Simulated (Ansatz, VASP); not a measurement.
## Two plane-wave programs on SrO

```
CELL_PARAMETERS angstrom
4.27547 -0.02138 0.00000
-2.15625 3.71335 0.00000
0.00000 0.00000 5.15559
ATOMIC_POSITIONS crystal
Sr 0.33333 0.66667 0.93813
Sr 0.66667 0.33333 0.43813
O 0.33333 0.66667 0.43687
O 0.66667 0.33333 0.93687
```

Change from the starting cell: strain -0.0100 x Voigt [0, 0, 0, 0, 0, 1], atoms carried along.

Alike in both runs: task single point; functional LDA; k mesh 9 × 9 × 6; occupations gaussian, width 0.05 eV; no spin polarisation.

```csv
,VASP,Ansatz
version,VASP 6.6.1,Ansatz 0.2.0
potentials or method,"VASP PAW LDA potentials, release 64 (Sr_sv, O), cutoff 520 eV","scalar-relativistic, plane waves, PAW"
valence electrons in the cell,32,32
```

Ansatz gave:

- gap on the k mesh at the Fermi level (eV): 2.46
- least direct gap on the mesh (eV): 2.46
- pressure (GPa): -4.5
- traceless stress, the component that is largest in VASP (GPa): -0.37
- rms of the force components (eV/Å): 0.024

**Question.** Which values does VASP return?

**Answer.** gap on the k mesh at the Fermi level (eV): 2.45; least direct gap on the mesh (eV): 2.45; pressure (GPa): -4.0; traceless stress, the component that is largest in VASP (GPa): -0.35; rms of the force components (eV/Å): 0.026.

LDA's correlation is that of Perdew and Zunger in VASP and of Perdew and Wang (1992) in Ansatz. Atom by atom the forces differ by 0.002 eV/Å (rms over components).
